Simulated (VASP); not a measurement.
Input of a VASP 6.6.1 run:

INCAR

```
SYSTEM = Hf2SeS3
ALGO = Normal
EDIFF = 1E-6
ENCUT = 520
GGA = PE
ISIF = 2
ISMEAR = 0
LASPH = .True.
LCHARG = .True.
LELF = .True.
LREAL = .False.
LVHAR = .True.
LWAVE = .False.
NBANDS = 31
NELM = 60
PREC = Accurate
SIGMA = 0.1
```

KPOINTS

```
k-points
0
Gamma
  6 6 4
  0 0 0
```

The input POSCAR:

```
Hf2SeS3
1.0
    4.4803129199      0.0000000000      0.0000000000
   -2.2401564600      3.8800648055      0.0000000000
    0.0000000000      0.0000000000      6.7664438585
Hf Se S
2 1 3
Direct
    0.6666666667      0.3333333333      0.6901196890
    0.3333333333      0.6666666667      0.3098803110
    0.0000000000      0.0000000000      0.0000000000
    0.0000000000      0.0000000000      0.5000000000
    0.6666666667      0.3333333333      0.3084422214
    0.3333333333      0.6666666667      0.6915577786
```

Potentials or basis: VASP PAW PBE potentials, release 64 (Hf_pv, Se, S).

Run with:

```sh
$ cat potpaw_PBE.64/Hf_pv/POTCAR potpaw_PBE.64/Se/POTCAR potpaw_PBE.64/S/POTCAR > POTCAR
$ mpirun -np 1 vasp_std > vasp.out
```

Task: Predict the band gap on the k mesh.

Result: Zero (band 22 reaches 5.99 eV, above the bottom of band 23 at 5.75 eV).

Task: What does it give for the pressure?

Result: -0.9 GPa.

Stress tensor (GPa, compression positive):
```
-1.05  0.00  0.00
 0.00 -1.05  0.00
 0.00  0.00 -0.71
```

Caveat: spin-orbit coupling is left out, which moves the levels of the heavy elements.
